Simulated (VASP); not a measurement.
# Tl (Im-3m) in VASP: single point with LDA

Aim: the single point of Tl with LDA.

Program: VASP 6.6.1. These are calculated values, not measurements. Logs are shortened: lines on timing, memory, paths and dates and some standing lists are left out, and cuts for length are marked.

## (1) The cell of the first run

It takes space group Im-3m (No. 229, cubic). Conventional cell: a = 3.803 Å, b = 3.803 Å, c = 3.803 Å, α = 90.00°, β = 90.00°, γ = 90.00°. Tl (site symmetry m-3m) has 14 Tl at 3.29 to 3.80 Å within 4.3 Å.

This isn't the form of Tl at room conditions, which is hcp.

## (2) Single point, LDA

INCAR reads:

```
SYSTEM = Tl
ALGO = Normal
EDIFF = 1E-7
ENCUT = 520
ISIF = 2
ISMEAR = -1
LASPH = .TRUE.
LCHARG = .FALSE.
LREAL = .FALSE.
LWAVE = .FALSE.
NBANDS = 12
NELM = 100
PREC = Accurate
SIGMA = 0.13605693000000002
```

KPOINTS reads:

```
k-points
0
G
  12 12 12
  0 0 0
```

POSCAR reads:

```
Tl
1.0
   -1.9013609824      1.9013609824      1.9013609824
    1.9013609824     -1.9013609824      1.9013609824
    1.9013609824      1.9013609824     -1.9013609824
Tl
1
Direct
    0.0000000000      0.0000000000      0.0000000000
```

Potentials or basis: VASP PAW LDA potentials, release 64 (Tl_d).

Command:

```bash
$ cat potpaw_LDA.64/Tl_d/POTCAR > POTCAR
$ mpirun -np 1 vasp_std > vasp.out
```

OUTCAR:

```text
SYSTEM = Tl
   EDIFF = 1E-7
   ENCUT = 520
   ISIF = 2
   ISMEAR = -1
   LASPH = .TRUE.
   LREAL = .FALSE.
   NELM = 100
   PREC = Accurate

 ion  position               nearest neighbor table
   1  0.000  0.000  0.000-

  LATTYP: Found a body centered cubic cell.
 ALAT       =     3.8027219648

  Lattice vectors:

 A1 = (  -1.9013609824,   1.9013609824,   1.9013609824)
 A2 = (   1.9013609824,  -1.9013609824,   1.9013609824)
 A3 = (   1.9013609824,   1.9013609824,  -1.9013609824)

Analysis of symmetry for initial positions (statically):
=====================================================================
 Subroutine PRICEL returns:
 Original cell was already a primitive cell.

 Routine SETGRP: Setting up the symmetry group for a
 body centered cubic supercell.

 Subroutine GETGRP returns: Found 48 space group operations
 (whereof 48 operations were pure point group operations)
 out of a pool of 48 trial point group operations.

The static configuration has the point symmetry O_h .

Analysis of symmetry for dynamics (positions and initial velocities):
=====================================================================
 Subroutine PRICEL returns:
 Original cell was already a primitive cell.

 Routine SETGRP: Setting up the symmetry group for a
 body centered cubic supercell.

 Subroutine GETGRP returns: Found 48 space group operations
 (whereof 48 operations were pure point group operations)
 out of a pool of 48 trial point group operations.

The dynamic configuration has the point symmetry O_h .

 Subroutine INISYM returns: Found 48 space group operations
 (whereof 48 operations are pure point group operations),
 and found     1 'primitive' translations

----------------------------------------------------------------------------------------

                                     Primitive cell

  volume of cell :      27.4950

  direct lattice vectors                    reciprocal lattice vectors
    -1.901360982  1.901360982  1.901360982     0.000000000  0.262969528  0.262969528
     1.901360982 -1.901360982  1.901360982     0.262969528  0.000000000  0.262969528
     1.901360982  1.901360982 -1.901360982     0.262969528  0.262969528  0.000000000

  length of vectors
     3.293253825  3.293253825  3.293253825     0.371895073  0.371895073  0.371895073

  position of ions in fractional coordinates (direct lattice)
     0.000000000  0.000000000  0.000000000

  ion indices of the primitive-cell ions
   primitive index   ion index
                 1           1

----------------------------------------------------------------------------------------

 KPOINTS: k-points

Automatic generation of k-mesh.
 Grid dimensions read from file:
 generate k-points for:   12   12   12

 Generating k-lattice:

  Cartesian coordinates                     Fractional coordinates (reciprocal lattice)
     0.000000000  0.021914127  0.021914127     0.083333333  0.000000000  0.000000000
     0.021914127  0.000000000  0.021914127     0.000000000  0.083333333  0.000000000
     0.021914127  0.021914127  0.000000000     0.000000000  0.000000000  0.083333333

  Length of vectors
     0.030991256  0.030991256  0.030991256

  Shift w.r.t. Gamma in fractional coordinates (k-lattice)
     0.000000000  0.000000000  0.000000000

 Subroutine IBZKPT returns following result:
 ===========================================

 Found     72 irreducible k-points:

 Following reciprocal coordinates:
            Coordinates               Weight
  0.000000  0.000000  0.000000      1.000000
  0.083333  0.000000  0.000000     12.000000
  0.166667  0.000000  0.000000     12.000000
  0.250000  0.000000  0.000000     12.000000
  0.333333  0.000000  0.000000     12.000000
  0.416667  0.000000  0.000000     12.000000
[... 16 lines left out ...]
  0.333333  0.083333  0.083333     24.000000
  0.416667  0.083333  0.083333     12.000000
 [... further k-points ...]
   k-points           NKPTS =     72   k-points in BZ     NKDIM =     72   number of bands    NBANDS=     12
   number of dos      NEDOS =    301   number of ions     NIONS =      1
   total plane-waves  NPLWV =  13824
   dimension x,y,z NGX =    24 NGY =   24 NGZ =   24
   dimension x,y,z NGXF=    48 NGYF=   48 NGZF=   48
   ions per type =               1
   NGX,Y,Z   is equivalent  to a cutoff of  12.12, 12.12, 12.12 a.u.
   NGXF,Y,Z  is equivalent  to a cutoff of  24.23, 24.23, 24.23 a.u.
 SYSTEM =  Tl
   PREC   = accura    normal or accurate (medium, high low for compatibility)
   ISTART =      0    job   : 0-new  1-cont  2-samecut
   ICHARG =      2    charge: 1-file 2-atom 10-const
   ISPIN  =      1    spin polarized calculation?
   LNONCOLLINEAR =      F non collinear calculations
   LSORBIT =      F    spin-orbit coupling
   LASPH  =      T    aspherical Exc in radial PAW
   ENCUT  =  520.0 eV  38.22 Ry    6.18 a.u.   6.12  6.12  6.12*2*pi/ulx,y,z
   NELM   =    100;   NELMIN=  2; NELMDL= -5     # of ELM steps
   EDIFF  = 0.1E-06   stopping-criterion for ELM
   LREAL  =      F    real-space projection
   EDIFFG = 0.1E-05   stopping-criterion for IOM
   NSW    =      0    number of steps for IOM
   IBRION =     -1    ionic relax: 0-MD 1-quasi-New 2-CG
   NFREE  =      0    steps in history (QN), initial steepest desc. (CG)
   ISIF   =      2    stress and relaxation
   ISYM   =      2    0-nonsym 1-usesym 2-fastsym
   POTIM  = 0.5000    time-step for ionic-motion
   TEBEG  =    0.0;   TEEND  =   0.0 temperature during run
   PSTRESS=    0.0 pullay stress
   NELECT =      13.0000    total number of electrons
   NUPDOWN=      -1.0000    fix difference up-down
   EMIN   =  10.00;   EMAX   =-10.00  energy-range for DOS
   EFERMI =   0.00;   METHOD = LEGACY
   ISMEAR =    -1;   SIGMA  =   0.14  broadening in eV -4-tet -1-fermi 0-gaus
   EFERMI_NEDOS =   21; number of points for ismear=-14 and -15
   IALGO  =     38    algorithm
   IMIX   =      4    mixing-type and parameters
     AMIX     =   0.40;   BMIX     =  1.00
     AMIX_MAG =   1.60;   BMIX_MAG =  1.00
  volume/ion in A,a.u.               =      27.49       185.55
  Fermi-wavevector in a.u.,A,eV,Ry     =   1.275375  2.410110 22.130998  1.626582
  Thomas-Fermi vector in A             =   2.408091
   LORBIT       =      0    0 simple, 1 ext, 2 COOP (PROOUT), +10 PAW based schemes
   GGA     = CA    functional components
   LHFCALC =     F    Hartree Fock is set to
   AEXX    =    0.0000 exact exchange contribution
   IVDW    =     0    specifies the selected vdW correction
   LEPSILON=     F    determine dielectric tensor
   LRPA    =     F    only Hartree local field effects (RPA)
 non-spin polarized calculation
  energy-cutoff  :      520.00
  volume of cell :       27.49
 maximum number of plane-waves:       752
   NGX = 13   NGY = 13   NGZ = 13

 number of electron      13.0000000 magnetization

 Free energy of the ion-electron system (eV)
  ---------------------------------------------------
  ext. energy  EPLUGINS =         0.00000000
  ---------------------------------------------------
  free energy    TOTEN  =        -2.94336591 eV

  energy without entropy =       -2.91336544  energy(sigma->0) =       -2.92836568

 E-fermi :   6.6872     XC(G=0): -10.7021

 val. band max:        6.6342870082   @ k =   0.2500   0.2500   0.0000
 cond. band min:       6.6897505435   @ k =  -0.4167   0.4167   0.2500
 fundamental gap:      0.0554635353
 Fermi energy:         6.6871561483

 k-point     1 :       0.0000    0.0000    0.0000
  band No.  band energies     occupation
      1      -4.9730      2.00000
      2      -4.9730      2.00000
      3      -4.9730      2.00000
      4      -4.4911      2.00000
      5      -4.4911      2.00000
      6      -3.6239      2.00000
      7      17.9096      0.00000
      8      17.9096      0.00000
      9      17.9096      0.00000
     10      19.1600      0.00000
     11      19.1600      0.00000
     12      19.1600      0.00000

 k-point     2 :       0.0833    0.0000    0.0000
  band No.  band energies     occupation
      1      -4.9873      2.00000
      2      -4.9643      2.00000
      3      -4.9241      2.00000
      4      -4.5067      2.00000
      5      -4.4912      2.00000
      6      -3.4595      2.00000
      7      16.2564      0.00000
      8      17.3080      0.00000
      9      17.5032      0.00000
     10      18.7052      0.00000
     11      19.0671      0.00000
     12      19.1690      0.00000

 k-point     3 :       0.1667    0.0000    0.0000
  band No.  band energies     occupation
      1      -5.0258      2.00000
      2      -4.9610      2.00000
      3      -4.7872      2.00000
      4      -4.5414      2.00000
      5      -4.4912      2.00000
      6      -2.9502      2.00000
      7      13.3215      0.00000
      8      16.0429      0.00000
      9      16.5062      0.00000
     10      18.1471      0.00000
     11      18.8580      0.00000
     12      19.6242      0.00000
[... 286 lines left out ...]
 k-point    23 :       0.3333    0.0833    0.0833
  band No.  band energies     occupation
      1      -5.1387      2.00000
      2      -5.0714      2.00000
      3      -4.5220      2.00000
      4      -4.4872      2.00000
      5      -4.3418      2.00000
      6       0.8685      2.00000
      7       5.5333      1.99959
      8      11.0321      0.00000
      9      12.4963      0.00000
     10      19.7379      0.00000
     11      20.2003      0.00000
     12      23.5634      0.00000

 k-point    24 :       0.4167    0.0833    0.0833
  band No.  band energies     occupation
      1      -5.1499      2.00000
      2      -5.0891      2.00000
      3      -4.5132      2.00000
      4      -4.4856      2.00000
      5      -4.2962      2.00000
      6       1.8614      2.00000
      7       4.2677      2.00000
      8      10.7945      0.00000
      9      12.3442      0.00000
     10      19.6484      0.00000
     11      20.1486      0.00000
     12      23.5915      0.00000

 [... further k-points ...]

------------------------ aborting loop because EDIFF is reached ----------------------------------------

  FORCE on cell =-STRESS in cart. coord.  units (eV):
  Direction    XX          YY          ZZ          XY          YZ          ZX
  --------------------------------------------------------------------------------------
  -------------------------------------------------------------------------------------
  Total       -0.0361317     -0.0361317     -0.0361317      0.0000000     -0.0000000     -0.0000000
  in kB       -2.1054519     -2.1054519     -2.1054519      0.0000000     -0.0000000     -0.0000000
  external PRESSURE =      -2.1054519 kB  Pullay stress =       0.0000000 kB

 VOLUME and BASIS-vectors are now :
 -----------------------------------------------------------------------------
  energy-cutoff  :      520.00
  volume of cell :       27.49
      direct lattice vectors                 reciprocal lattice vectors
    -1.901360982  1.901360982  1.901360982     0.000000000  0.262969528  0.262969528
     1.901360982 -1.901360982  1.901360982     0.262969528  0.000000000  0.262969528
     1.901360982  1.901360982 -1.901360982     0.262969528  0.262969528  0.000000000

 POSITION                                       TOTAL-FORCE (eV/Angst)
 -----------------------------------------------------------------------------------
      0.00000      0.00000      0.00000         0.000000     -0.000000     -0.000000
 -----------------------------------------------------------------------------------
    total drift:                                0.000000      0.000000     -0.000000

  FREE ENERGIE OF THE ION-ELECTRON SYSTEM (eV)
  ---------------------------------------------------
  free  energy   TOTEN  =        -2.9433659078 eV

  energy  without entropy=       -2.9133654447  energy(sigma->0) =       -2.92836568
```

Run time: 5.4 s. Hardware: 1 thread of Intel Xeon 6975P-C (Granite Rapids), shared host; peak memory 0.13 GiB.

Results:

```
Free energy            : -2.9434 eV
Pressure               : -0.2 GPa
Band gap on the k mesh : zero (an odd number of electrons rules out a gap without spin polarisation)
```

Levels at points of the mesh, in eV from the Fermi level:
```
           k point  band 3  band 4  band 5  band 6  band 7  band 8  band 9  band 10
(0.00, 0.00, 0.00)  -11.66  -11.18  -11.18  -10.31   11.22   11.22   11.22    12.47
(0.50, 0.00, 0.00)  -11.21  -11.17  -10.86   -4.97   -2.88    5.97    7.30    10.54
(0.50, 0.50, 0.50)  -10.94  -10.94  -10.94   -1.33    1.42    1.42    1.42     6.75
```

Caveat: spin-orbit coupling is left out, which moves the levels of the heavy elements.
